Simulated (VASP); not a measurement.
# InP (F-43m) in VASP: further runs, part 2 of 2

VASP 6.6.1. Earlier steps stand in the parts before.

### Step 4. Single point, r2SCAN50

This run uses another cell than the first one, of 24.66 Å³/atom.

Input file POSCAR:

```
InP
1.0
    0.0000000000      2.9108316221      2.9108316221
    2.9108316221      0.0000000000      2.9108316221
    2.9108316221      2.9108316221      0.0000000000
In P
1 1
Direct
    0.0000000000      0.0000000000      0.0000000000
    0.7500000000      0.7500000000      0.7500000000
```

Input file INCAR.step1:

```
SYSTEM = InP
  PREC = Accurate
  ENCUT = 520
  EDIFF = 1E-5
  ISMEAR = -1
  SIGMA = 0.05
  LREAL = .FALSE.
  LASPH = .TRUE.
  NELM = 60
  ALGO = Normal
  ISIF = 2
  LWAVE = .TRUE.
  LCHARG = .FALSE.
  GGA = PE
  NBANDS = 16
```

Input file INCAR.step2:

```
SYSTEM = InP
  PREC = Accurate
  ENCUT = 520
  EDIFF = 1E-6
  ISMEAR = -1
  SIGMA = 0.05
  LREAL = .FALSE.
  LASPH = .TRUE.
  NELM = 60
  ALGO = Normal
  ISIF = 2
  LWAVE = .FALSE.
  LCHARG = .FALSE.
  METAGGA = R2SCAN
  LHFCALC = .TRUE.
  AEXX = 0.5
  LMIXTAU = .TRUE.
  PRECFOCK = Normal
  ISTART = 1
  NBANDS = 16
```

Input file KPOINTS:

```
Automatic mesh
0
G
  4 4 4
  0 0 0
```

Potentials or basis: VASP PAW PBE potentials, release 64 (In_d, P).

Launch:

```sh
$ cat potpaw_PBE.64/In_d/POTCAR potpaw_PBE.64/P/POTCAR > POTCAR
$ cp INCAR.step1 INCAR
$ mpirun -np 1 vasp_std > vasp.out
$ cp INCAR.step2 INCAR
$ mpirun -np 1 vasp_std > vasp.out
```

OUTCAR:

```text
SYSTEM = InP
   PREC = Accurate
   ENCUT = 520
   EDIFF = 1E-6
   ISMEAR = -1
   LREAL = .FALSE.
   LASPH = .TRUE.
   NELM = 60
   ISIF = 2
   METAGGA = R2SCAN
   LHFCALC = .TRUE.
   AEXX = 0.5
   PRECFOCK = Normal
   ISTART = 1

 ion  position               nearest neighbor table
   1  0.000  0.000  0.000-   2 2.52   2 2.52   2 2.52   2 2.52
   2  0.750  0.750  0.750-   1 2.52   1 2.52   1 2.52   1 2.52

  LATTYP: Found a face centered cubic cell.
 ALAT       =     5.8216632442

  Lattice vectors:

 A1 = (   0.0000000000,   2.9108316221,   2.9108316221)
 A2 = (   2.9108316221,   0.0000000000,   2.9108316221)
 A3 = (   2.9108316221,   2.9108316221,   0.0000000000)

Analysis of symmetry for initial positions (statically):
=====================================================================
 Subroutine PRICEL returns:
 Original cell was already a primitive cell.

 Routine SETGRP: Setting up the symmetry group for a
 face centered cubic supercell.

 Subroutine GETGRP returns: Found 24 space group operations
 (whereof 24 operations were pure point group operations)
 out of a pool of 48 trial point group operations.

The static configuration has the point symmetry T_d .

Analysis of symmetry for dynamics (positions and initial velocities):
=====================================================================
 Subroutine PRICEL returns:
 Original cell was already a primitive cell.

 Routine SETGRP: Setting up the symmetry group for a
 face centered cubic supercell.

 Subroutine GETGRP returns: Found 24 space group operations
 (whereof 24 operations were pure point group operations)
 out of a pool of 48 trial point group operations.

The dynamic configuration has the point symmetry T_d .

 Subroutine INISYM returns: Found 24 space group operations
 (whereof 24 operations are pure point group operations),
 and found     1 'primitive' translations

[... 102 lines left out ...]
   METAGGA = R2SCAN    functional components
   LHFCALC =     T    Hartree Fock is set to
   PRECFOCK=normal    Normal, Fast or Accurate (Low or Medium for compatibility)
   ENCUT4O =  -1.0   cutoff for four orbital integrals eV
   NKREDX  =     1    reduce k-point grid by
   NKREDY  =     1    reduce k-point grid by
   NKREDZ  =     1    reduce k-point grid by
   AEXX    =    0.5000 exact exchange contribution
   HFSCREEN=    0.0000 screening length (either q_TF or 0.3 A-1)
   HFSCREENC=   0.0000 screening length for correlation (either q_TF or 0.3 A-1)
   ENCUTFOCK=  -1.0 apply spherical cutoff to Coloumb kernel
   IVDW    =     0    specifies the selected vdW correction
   LEPSILON=     F    determine dielectric tensor
   LRPA    =     F    only Hartree local field effects (RPA)
 non-spin polarized calculation
  energy-cutoff  :      520.00
  volume of cell :       49.33
 maximum number of plane-waves:      1363
 NGX is ok and might be reduce to    32
  NGX = 24; NGY = 24; NGZ = 24

 number of electron      17.9999997 magnetization

 Free energy of the ion-electron system (eV)
  ---------------------------------------------------
  ext. energy  EPLUGINS =         0.00000000
  ---------------------------------------------------
  free energy    TOTEN  =       -25.52700018 eV

  energy without entropy =      -25.52700018  energy(sigma->0) =      -25.52700018

 E-fermi :   4.8711     XC(G=0):  -5.6001

 val. band max:        3.7599268904   @ k =   0.0000   0.0000   0.0000
 cond. band min:       7.8070786040   @ k =   0.0000   0.0000   0.0000
 fundamental gap:      4.0471517136
 Fermi energy:         4.8711398659

 k-point     1 :       0.0000    0.0000    0.0000
  band No.  band energies     occupation
      1     -14.1164      2.00000
      2     -14.1164      2.00000
      3     -14.1164      2.00000
      4     -13.9243      2.00000
      5     -13.9243      2.00000
      6     -10.5397      2.00000
[... 129 lines left out ...]
      3     -14.0065      2.00000
      4     -13.9493      2.00000
      5     -13.9103      2.00000
      6      -7.4994      2.00000
[... 8 lines left out ...]
     15      19.4277      0.00000
     16      19.9461      0.00000

------------------------ aborting loop because EDIFF is reached ----------------------------------------

  FORCE on cell =-STRESS in cart. coord.  units (eV):
  Direction    XX          YY          ZZ          XY          YZ          ZX
  --------------------------------------------------------------------------------------
  -------------------------------------------------------------------------------------
  Total        0.2424338      0.2424338      0.2424338     -0.0000000     -0.0000000      0.0000000
  in kB        7.8744919      7.8744919      7.8744919     -0.0000000     -0.0000000      0.0000000
  external PRESSURE =       7.8744919 kB  Pullay stress =       0.0000000 kB

 VOLUME and BASIS-vectors are now :
 -----------------------------------------------------------------------------
  energy-cutoff  :      520.00
  volume of cell :       49.33
      direct lattice vectors                 reciprocal lattice vectors
     0.000000000  2.910831622  2.910831622    -0.171772217  0.171772217  0.171772217
     2.910831622  0.000000000  2.910831622     0.171772217 -0.171772217  0.171772217
     2.910831622  2.910831622  0.000000000     0.171772217  0.171772217 -0.171772217

 POSITION                                       TOTAL-FORCE (eV/Angst)
 -----------------------------------------------------------------------------------
      0.00000      0.00000      0.00000         0.000000      0.000000      0.000000
      4.36625      4.36625      4.36625        -0.000000     -0.000000     -0.000000
 -----------------------------------------------------------------------------------
    total drift:                               -0.000045     -0.000056     -0.000027

  FREE ENERGIE OF THE ION-ELECTRON SYSTEM (eV)
  ---------------------------------------------------
  free  energy   TOTEN  =       -25.5270001812 eV

  energy  without entropy=      -25.5270001811  energy(sigma->0) =      -25.52700018
```

OSZICAR.step1:

```text
N       E                     dE             d eps       ncg     rms          rms(c)
DAV:   1     0.109516148540E+03    0.10952E+03   -0.83277E+03   256   0.122E+03
DAV:   2    -0.577981036538E+00   -0.11009E+03   -0.10568E+03   288   0.298E+02
DAV:   3    -0.849901928978E+01   -0.79210E+01   -0.78811E+01   312   0.760E+01
DAV:   4    -0.870120752616E+01   -0.20219E+00   -0.20212E+00   352   0.128E+01
DAV:   5    -0.870926544785E+01   -0.80579E-02   -0.80577E-02   360   0.226E+00    0.593E+00
DAV:   6    -0.827841330855E+01    0.43085E+00   -0.64415E-01   408   0.135E+01    0.354E+00
DAV:   7    -0.824291137833E+01    0.35502E-01   -0.18052E-01   384   0.351E+00    0.129E+00
DAV:   8    -0.824392523654E+01   -0.10139E-02   -0.18806E-02   304   0.163E+00    0.359E-01
DAV:   9    -0.824470404288E+01   -0.77881E-03   -0.15117E-03   320   0.413E-01    0.161E-01
DAV:  10    -0.824486754274E+01   -0.16350E-03   -0.27725E-04   360   0.235E-01    0.107E-01
DAV:  11    -0.824495575778E+01   -0.88215E-04   -0.12305E-04   288   0.101E-01    0.393E-02
DAV:  12    -0.824495495275E+01    0.80503E-06   -0.90745E-06   240   0.298E-02
   1 F= -.82449550E+01 E0= -.82449474E+01  d E =-.150514E-04
```

Wall time 12 min (1 thread of Intel Xeon 8259CL, shared host); peak memory 0.2 GiB.

Results:

| Property | Result |
| --- | --- |
| Free energy | -25.5270 eV |
| Pressure | 0.8 GPa |
| Band gap on the k mesh | 4.05 eV |

Caveat: the k points lie up to 0.47 Å⁻¹ apart; the PAW data sets were made with another functional, which shifts forces and pressure a little; spin-orbit coupling is left out, which moves the levels of the heavy elements. A k mesh can miss the band edges.

### Step 5. The runs side by side

| cell | gap on the mesh (eV) | pressure (GPa) |
| --- | --- | --- |
| a = 4.060 Å, angles 60.0°, 2 atoms | 4.33 | 4.7 |
| a = 4.088 Å, angles 60.0°, 2 atoms | 4.19 | 2.7 |
| a = 4.117 Å, angles 60.0°, 2 atoms | 4.05 | 0.8 |

Alike in all rows: task single point; level r2SCAN50; potentials or basis VASP PAW PBE potentials, release 64 (In_d, P); no spin polarisation; k mesh 4 × 4 × 4; cutoff (eV) 520; smearing fermi-dirac 0.05 eV.

Caveats: all runs use coarse meshes; the PAW data sets were made with another functional, which shifts forces and pressure a little; spin-orbit coupling is left out, which moves the levels of the heavy elements.

Total energies depend on the potentials used, so only differences within one code and one set of settings carry meaning.
